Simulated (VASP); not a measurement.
# WC (Pm) in VASP: notebook, part 2 of 2

VASP 6.6.1.

## (3) Single point, PBE (all W atoms moved +0.075 Å, as atom 1 along Cartesian [1 1 0])

Contents of INCAR:

```
PREC = Accurate ; ENCUT = 520
EDIFF = 1E-7 ; ISMEAR = 0
SIGMA = 0.15 ; LREAL = False
LASPH = True ; NELM = 60
ALGO = Normal ; ISIF = 2
LWAVE = False ; LCHARG = False
GGA = PE ; NBANDS = 16
```

Contents of KPOINTS:

```
Automatic mesh
0
Gamma
  18 18 16
```

Contents of POSCAR:

```
WC
1.0
    2.9005014360      0.0000000000      0.0000000000
   -1.4502507180      2.5119079273      0.0000000000
    0.0000000000      0.0000000000      2.8290000000
W C
1 1
Direct
    0.0288404030      0.0211126403      0.0000000000
    0.6666666667      0.3333333333      0.5000000000
```

Potentials or basis: VASP PAW PBE potentials, release 64 (W_sv, C).

Run with:

```bash
$ cat potpaw_PBE.64/W_sv/POTCAR potpaw_PBE.64/C/POTCAR > POTCAR
$ mpirun -np 1 vasp_std > vasp.out
```

OUTCAR:

```text
PREC = Accurate
   ENCUT = 520
   EDIFF = 1E-7
   ISMEAR = 0
   LREAL = False
   LASPH = True
   NELM = 60
   ISIF = 2
   GGA = PE

 ion  position               nearest neighbor table
   1  0.029  0.021  0.000-   2 2.14   2 2.14   2 2.21   2 2.21   2 2.23   2 2.23
   2  0.667  0.333  0.500-   1 2.14   1 2.14   1 2.21   1 2.21   1 2.23   1 2.23

  LATTYP: Found a hexagonal cell.
 ALAT       =     2.9005014360
 C/A-ratio  =     0.9753485949

  Lattice vectors:

 A1 = (   2.9005014360,   0.0000000000,   0.0000000000)
 A2 = (  -1.4502507180,   2.5119079273,   0.0000000000)
 A3 = (   0.0000000000,   0.0000000000,   2.8290000000)

Analysis of symmetry for initial positions (statically):
=====================================================================
 Subroutine PRICEL returns:
 Original cell was already a primitive cell.

 Routine SETGRP: Setting up the symmetry group for a
 hexagonal supercell.

 Subroutine GETGRP returns: Found  2 space group operations
 (whereof  2 operations were pure point group operations)
 out of a pool of 24 trial point group operations.

The static configuration has the point symmetry C_1h.

[... 161 lines left out ...]
 E-fermi :  11.1919     XC(G=0): -13.8361

 val. band max:       11.1831767657   @ k =  -0.0556   0.5000   0.3750
 cond. band min:      11.1933921819   @ k =  -0.4444  -0.2222   0.0000
 fundamental gap:      0.0102154161
 Fermi energy:        11.1918942770

 k-point     1 :       0.0000    0.0000    0.0000
  band No.  band energies     occupation
      1     -62.8074      2.00000
      2     -26.7903      2.00000
      3     -26.6904      2.00000
      4     -26.6826      2.00000
      5      -3.3276      2.00000
      6       6.7859      2.00000
[... 433 lines left out ...]
      3     -26.8727      2.00000
      4     -26.6813      2.00000
      5      -0.2368      2.00000
      6       4.3539      2.00000
[... 8 lines left out ...]
     15      24.4137      0.00000
     16      28.7798      0.00000

 [... further k-points ...]

------------------------ aborting loop because EDIFF is reached ----------------------------------------

  FORCE on cell =-STRESS in cart. coord.  units (eV):
  Direction    XX          YY          ZZ          XY          YZ          ZX
  --------------------------------------------------------------------------------------
  -------------------------------------------------------------------------------------
  Total        1.5959816      0.9705052      1.4989859      0.3175458      0.0000000      0.0000000
  in kB      124.0591288     75.4394820    116.5194362     24.6835237      0.0000000      0.0000000
  external PRESSURE =     105.3393490 kB  Pullay stress =       0.0000000 kB

 VOLUME and BASIS-vectors are now :
 -----------------------------------------------------------------------------
  energy-cutoff  :      520.00
  volume of cell :       20.61
      direct lattice vectors                 reciprocal lattice vectors
     2.900501436  0.000000000  0.000000000     0.344767973  0.199051882  0.000000000
    -1.450250718  2.511907927  0.000000000     0.000000000  0.398103764  0.000000000
     0.000000000  0.000000000  2.829000000     0.000000000  0.000000000  0.353481796

 POSITION                                       TOTAL-FORCE (eV/Angst)
 -----------------------------------------------------------------------------------
      0.05303      0.05303      0.00000        -0.915781     -0.851972      0.000000
      1.45025      0.83730      1.41450         0.915781      0.851972      0.000000
 -----------------------------------------------------------------------------------
    total drift:                                0.000011      0.000006     -0.000000

  FREE ENERGIE OF THE ION-ELECTRON SYSTEM (eV)
  ---------------------------------------------------
  free  energy   TOTEN  =       -22.3896235503 eV

  energy  without entropy=      -22.3866894150  energy(sigma->0) =      -22.38815648
```

Run time: 3.8 min. Hardware: 1 thread of AMD EPYC 9R45 (Zen 5), shared host; peak memory 0.53 GiB.

Results:

- Free energy: -22.3896 eV
- Pressure: 10.5 GPa
- Largest force: 1.251 eV/Å
- Band gap on the k mesh: zero (bands 9 and 10 overlap by 1.26 eV)

Forces in eV/Å, atoms in the order of the input:
```
W   -0.916 -0.852  0.000
C    0.916  0.852  0.000
```

Caveat: the cell differs from its parent crystal (all W atoms moved +0.075 Å, as atom 1 along Cartesian [1 1 0]); the cell stands under pressure; spin-orbit coupling is left out, which moves the levels of the heavy elements; forces of over 1 eV/Å act on the atoms, so gaps and moduli don't describe the material at rest.

## (4) Single point, PBE (all W atoms moved -0.050 Å, as atom 1 along Cartesian [1 1 0])

Contents of INCAR:

```
SYSTEM = WC
PREC = Accurate ; ENCUT = 520
EDIFF = 1E-6 ; ISMEAR = 0
SIGMA = 0.15 ; LREAL = .False.
LASPH = .True. ; NELM = 100
ALGO = Normal ; ISIF = 2
LWAVE = .False. ; LCHARG = .False.
GGA = PE ; NBANDS = 16
```

Contents of KPOINTS:

```
Automatic mesh
0
Gamma
  18 18 16
  0 0 0
```

Changes to POSCAR since step 3:

```diff
@@ -8,3 +8,3 @@
 Direct
-    0.0288404030      0.0211126403      0.0000000000
+   -0.0192269353     -0.0140750935      0.0000000000
     0.6666666667      0.3333333333      0.5000000000
```

Potentials or basis: VASP PAW PBE potentials, release 64 (W_sv, C).

Run with:

```bash
$ cat potpaw_PBE.64/W_sv/POTCAR potpaw_PBE.64/C/POTCAR > POTCAR
$ mpirun -np 1 vasp_std > vasp.out
```

OUTCAR:

```text
SYSTEM = WC
   PREC = Accurate
   ENCUT = 520
   EDIFF = 1E-6
   ISMEAR = 0
   LREAL = .False.
   LASPH = .True.
   NELM = 100
   ISIF = 2
   GGA = PE

 ion  position               nearest neighbor table
   1  0.981  0.986  0.000-   2 2.17   2 2.17   2 2.18   2 2.18   2 2.23   2 2.23
   2  0.667  0.333  0.500-   1 2.17   1 2.17   1 2.18   1 2.18   1 2.23   1 2.23

  LATTYP: Found a hexagonal cell.
 ALAT       =     2.9005014360
 C/A-ratio  =     0.9753485949

  Lattice vectors:

[... 645 lines left out ...]

  FORCE on cell =-STRESS in cart. coord.  units (eV):
  Direction    XX          YY          ZZ          XY          YZ          ZX
  --------------------------------------------------------------------------------------
  -------------------------------------------------------------------------------------
  Total        1.0216827      1.4483926      1.3905763     -0.2111295      0.0000000      0.0000000
  in kB       79.4176186    112.5867093    108.0925273    -16.4115537      0.0000000      0.0000000
  external PRESSURE =     100.0322851 kB  Pullay stress =       0.0000000 kB

 VOLUME and BASIS-vectors are now :
 -----------------------------------------------------------------------------
  energy-cutoff  :      520.00
  volume of cell :       20.61
      direct lattice vectors                 reciprocal lattice vectors
     2.900501436  0.000000000  0.000000000     0.344767973  0.199051882  0.000000000
    -1.450250718  2.511907927  0.000000000     0.000000000  0.398103764  0.000000000
     0.000000000  0.000000000  2.829000000     0.000000000  0.000000000  0.353481796

 POSITION                                       TOTAL-FORCE (eV/Angst)
 -----------------------------------------------------------------------------------
      1.41490      2.47655      0.00000         0.538359      0.566943      0.000000
      1.45025      0.83730      1.41450        -0.538359     -0.566943      0.000000
 -----------------------------------------------------------------------------------
    total drift:                               -0.000042     -0.000069      0.000000

  FREE ENERGIE OF THE ION-ELECTRON SYSTEM (eV)
  ---------------------------------------------------
  free  energy   TOTEN  =       -22.4161770813 eV

  energy  without entropy=      -22.4130623229  energy(sigma->0) =      -22.41461970
```

stdout:

```text
POSCAR found type information on POSCAR W C
 POSCAR found :  2 types and       2 ions
 scaLAPACK will be used
 LDA part: xc-table for (Slater+PW92), standard interpolation
 POSCAR, INCAR and KPOINTS ok, starting setup
 FFT: planning ... GRIDC
 FFT: planning ... GRID_SOFT
 FFT: planning ... GRID
 WAVECAR not read
 entering main loop
```

It took 3.5 min on 1 thread of AMD EPYC 9R45 (Zen 5), shared host; peak memory 0.53 GiB.

Results:

```yaml
Free_energy: -22.4162 eV
Pressure: 10.0 GPa
Largest_force: 0.782 eV/Å
Band_gap_on_the_k_mesh: zero (bands 9 and 10 overlap by 1.22 eV)
```

Forces on the atoms (eV/Å):
```
W    0.538  0.567  0.000
C   -0.538 -0.567  0.000
```

Caveat: the cell differs from its parent crystal (all W atoms moved -0.050 Å, as atom 1 along Cartesian [1 1 0]); the cell stands under pressure; spin-orbit coupling is left out, which moves the levels of the heavy elements.

## (5) Single point, PBE (all W atoms moved +0.025 Å, as atom 1 along Cartesian [1 1 0])

Contents of INCAR:

```
SYSTEM = WC
  ALGO = Normal
  EDIFF = 1E-7
  ENCUT = 520
  GGA = PE
  ISIF = 2
  ISMEAR = 0
  LASPH = .TRUE.
  LCHARG = .TRUE.
  LELF = .TRUE.
  LREAL = .FALSE.
  LVHAR = .TRUE.
  LWAVE = .FALSE.
  NBANDS = 16
  NELM = 80
  PREC = Accurate
  SIGMA = 0.15
```

Contents of KPOINTS:

```
k-points
0
G
  18 18 16
  0 0 0
```

Changes to POSCAR since step 4:

```diff
@@ -8,3 +8,3 @@
 Direct
-   -0.0192269353     -0.0140750935      0.0000000000
+    0.0096134677      0.0070375468      0.0000000000
     0.6666666667      0.3333333333      0.5000000000
```

Run with:

```bash
$ cat potpaw_PBE.64/W_sv/POTCAR potpaw_PBE.64/C/POTCAR > POTCAR
$ mpirun -np 1 vasp_std > vasp.out
```

It took 3.9 min on 1 thread of AMD EPYC 9R45 (Zen 5), shared host; peak memory 0.53 GiB.

The run converged. Its results:

| Quantity | Value |
| --- | --- |
| Free energy | -22.4308 eV |
| Pressure | 9.7 GPa |
| Largest force | 0.405 eV/Å |
| Band gap on the k mesh | zero (bands 9 and 10 overlap by 1.21 eV) |

Forces on the atoms (eV/Å):
```
W   -0.290 -0.283  0.000
C    0.290  0.283  0.000
```

Stress tensor (GPa, compression positive):
```
10.25  0.85  0.00
 0.85  8.56  0.00
 0.00  0.00 10.37
```

Levels at points of the mesh, in eV from the Fermi level:
| k point | band 5 | band 6 | band 7 | band 8 | band 9 | band 10 | band 11 | band 12 | band 13 | band 14 |
| --- | --- | --- | --- | --- | --- | --- | --- | --- | --- | --- |
| (0.00, 0.00, 0.00) | -14.51 | -4.36 | -3.40 | -3.33 | 0.09 | 3.24 | 3.29 | 5.49 | 5.79 | 6.46 |
| (0.50, 0.00, 0.00) | -11.07 | -7.15 | -3.73 | -3.61 | -0.45 | 2.39 | 4.53 | 4.89 | 7.11 | 9.70 |
| (0.00, 0.50, 0.00) | -11.19 | -7.01 | -3.62 | -3.58 | -0.49 | 2.35 | 4.59 | 4.95 | 6.76 | 9.74 |
| (0.50, 0.50, 0.00) | -11.16 | -7.05 | -3.62 | -3.62 | -0.47 | 2.36 | 4.57 | 4.94 | 6.85 | 9.73 |
| (0.00, 0.00, 0.50) | -10.43 | -8.70 | -2.20 | -1.88 | -0.61 | -0.59 | 3.71 | 4.29 | 4.78 | 10.02 |
| (0.50, 0.00, 0.50) | -11.42 | -6.44 | -4.30 | -4.13 | 0.21 | 4.47 | 5.37 | 6.72 | 9.15 | 10.32 |
| (0.00, 0.50, 0.50) | -11.30 | -6.55 | -4.41 | -4.26 | 0.36 | 4.47 | 5.36 | 6.67 | 9.34 | 10.18 |
| (0.50, 0.50, 0.50) | -11.33 | -6.52 | -4.38 | -4.21 | 0.31 | 4.47 | 5.36 | 6.67 | 9.29 | 10.22 |

Caveat: the cell differs from its parent crystal (all W atoms moved +0.025 Å, as atom 1 along Cartesian [1 1 0]); the cell stands under pressure; spin-orbit coupling is left out, which moves the levels of the heavy elements.

## (6) Single point, PBE (all W atoms moved +0.087 Å, as atom 1 along Cartesian [1 1 0])

Contents of INCAR:

```
SYSTEM = WC
PREC     = Accurate       ! precision mode
ENCUT    = 520            ! plane-wave cutoff, eV
EDIFF    = 1E-7           ! SCF threshold, eV
ISMEAR   = 0              ! smearing method
SIGMA    = 0.15           ! smearing width, eV
LREAL    = .FALSE.        ! projectors in reciprocal space
LASPH    = .TRUE.         ! aspherical terms in the spheres
NELM     = 100            ! most SCF steps
ALGO     = Normal         ! electronic algorithm
ISIF     = 2              ! what is computed and relaxed
LWAVE    = .FALSE.        ! write WAVECAR
LCHARG   = .TRUE.         ! write CHGCAR
GGA      = PE             ! functional
LELF     = .TRUE.         ! ELF
LVHAR    = .TRUE.       
NBANDS   = 16             ! bands
```

Contents of KPOINTS:

```
Automatic mesh
0
G
  18 18 16
  0 0 0
```

Changes to POSCAR since step 5:

```diff
@@ -8,3 +8,3 @@
 Direct
-    0.0096134677      0.0070375468      0.0000000000
+    0.0336471369      0.0246314137      0.0000000000
     0.6666666667      0.3333333333      0.5000000000
```

Potentials or basis: VASP PAW PBE potentials, release 64 (W_sv, C).

Run with:

```bash
$ cat potpaw_PBE.64/W_sv/POTCAR potpaw_PBE.64/C/POTCAR > POTCAR
$ mpirun -np 1 vasp_std > vasp.out
```

OUTCAR:

```text
SYSTEM = WC
   PREC = Accurate
   ENCUT = 520
   EDIFF = 1E-7
   ISMEAR = 0
   LREAL = .FALSE.
   LASPH = .TRUE.
   NELM = 100
   ISIF = 2
   GGA = PE

 ion  position               nearest neighbor table
   1  0.034  0.025  0.000-   2 2.13   2 2.13   2 2.21   2 2.21   2 2.24   2 2.24
   2  0.667  0.333  0.500-   1 2.13   1 2.13   1 2.21   1 2.21   1 2.24   1 2.24

  LATTYP: Found a hexagonal cell.
 ALAT       =     2.9005014360
 C/A-ratio  =     0.9753485949

  Lattice vectors:

[... 645 lines left out ...]

  FORCE on cell =-STRESS in cart. coord.  units (eV):
  Direction    XX          YY          ZZ          XY          YZ          ZX
  --------------------------------------------------------------------------------------
  -------------------------------------------------------------------------------------
  Total        1.6746741      0.9523223      1.5670685      0.3674506      0.0000000      0.0000000
  in kB      130.1760620     74.0260823    121.8116448     28.5627374      0.0000000      0.0000000
  external PRESSURE =     108.6712631 kB  Pullay stress =       0.0000000 kB

 VOLUME and BASIS-vectors are now :
 -----------------------------------------------------------------------------
  energy-cutoff  :      520.00
  volume of cell :       20.61
      direct lattice vectors                 reciprocal lattice vectors
     2.900501436  0.000000000  0.000000000     0.344767973  0.199051882  0.000000000
    -1.450250718  2.511907927  0.000000000     0.000000000  0.398103764  0.000000000
     0.000000000  0.000000000  2.829000000     0.000000000  0.000000000  0.353481796

 POSITION                                       TOTAL-FORCE (eV/Angst)
 -----------------------------------------------------------------------------------
      0.06187      0.06187      0.00000        -1.080795     -0.994342      0.000000
      1.45025      0.83730      1.41450         1.080795      0.994342      0.000000
 -----------------------------------------------------------------------------------
    total drift:                                0.000017      0.000003      0.000000

  FREE ENERGIE OF THE ION-ELECTRON SYSTEM (eV)
  ---------------------------------------------------
  free  energy   TOTEN  =       -22.3726471116 eV

  energy  without entropy=      -22.3697664701  energy(sigma->0) =      -22.37120679
```

OSZICAR:

```text
N       E                     dE             d eps       ncg     rms          rms(c)
DAV:   1     0.110276523404E+03    0.11028E+03   -0.94025E+03 47288   0.125E+03
DAV:   2    -0.221777610499E+02   -0.13245E+03   -0.12792E+03 55800   0.340E+02
DAV:   3    -0.254310408360E+02   -0.32533E+01   -0.32411E+01 52752   0.505E+01
DAV:   4    -0.254481780946E+02   -0.17137E-01   -0.17136E-01 60744   0.411E+00
DAV:   5    -0.254483047441E+02   -0.12665E-03   -0.12665E-03 52912   0.335E-01    0.330E+01
DAV:   6    -0.224527659427E+02    0.29955E+01   -0.57804E+00 58080   0.259E+01    0.883E+00
DAV:   7    -0.224006133523E+02    0.52153E-01   -0.42962E-01 49336   0.503E+00    0.639E+00
DAV:   8    -0.223738535334E+02    0.26760E-01   -0.60064E-02 53832   0.211E+00    0.108E+00
DAV:   9    -0.223727036981E+02    0.11498E-02   -0.29506E-03 52712   0.418E-01    0.118E-01
DAV:  10    -0.223726490643E+02    0.54634E-04   -0.29096E-04 57448   0.193E-01    0.601E-02
DAV:  11    -0.223726479498E+02    0.11145E-05   -0.12376E-05 54656   0.324E-02    0.861E-03
DAV:  12    -0.223726471697E+02    0.78011E-06   -0.25805E-06 52960   0.147E-02    0.134E-03
DAV:  13    -0.223726471116E+02    0.58041E-07   -0.91846E-08 44224   0.262E-03
   1 F= -.22372647E+02 E0= -.22371207E+02  d E =-.288064E-02
```

stdout:

```text
POSCAR found type information on POSCAR W C
 POSCAR found :  2 types and       2 ions
 scaLAPACK will be used
 LDA part: xc-table for (Slater+PW92), standard interpolation
 POSCAR, INCAR and KPOINTS ok, starting setup
 FFT: planning ... GRIDC
 FFT: planning ... GRID_SOFT
 FFT: planning ... GRID
 WAVECAR not read
 entering main loop
```

Run time: 7 min. Hardware: 1 thread of Intel Xeon 8259CL, shared host; peak memory 0.56 GiB.

Results:

```yaml
Free_energy: -22.3726 eV
Pressure: 10.9 GPa
Largest_force: 1.469 eV/Å
Band_gap_on_the_k_mesh: zero (bands 9 and 10 overlap by 1.27 eV)
```

Forces on the atoms (eV/Å):
```
W   -1.081 -0.994  0.000
C    1.081  0.994  0.000
```

Stress tensor (GPa, compression positive):
```
13.02  2.86  0.00
 2.86  7.40  0.00
 0.00  0.00 12.18
```

Caveat: the cell differs from its parent crystal (all W atoms moved +0.087 Å, as atom 1 along Cartesian [1 1 0]); the cell stands under pressure; spin-orbit coupling is left out, which moves the levels of the heavy elements; forces of over 1 eV/Å act on the atoms, so gaps and moduli don't describe the material at rest.

## (7) Summary

| cell | gap on the mesh (eV) | pressure (GPa) | largest force (eV/Å) |
| --- | --- | --- | --- |
| as given, atomic positions A | none | 11.1 | 1.53 |
| as given, atomic positions B | none | 10.5 | 1.25 |
| as given, atomic positions C | none | 10.0 | 0.78 |
| as given, atomic positions D | none | 9.7 | 0.41 |
| as given, atomic positions E | none | 10.9 | 1.47 |

Alike in all rows: task single point; level PBE; potentials or basis VASP PAW PBE potentials, release 64 (W_sv, C); no spin polarisation; k mesh 18 × 18 × 16; cutoff (eV) 520; smearing gaussian 0.15 eV.

Caveats: the cell stands under pressure; spin-orbit coupling is left out, which moves the levels of the heavy elements; forces of over 1 eV/Å act on the atoms, so gaps and moduli don't describe the material at rest (at least some runs).

Absolute energies hang on the potentials; compare differences alone.
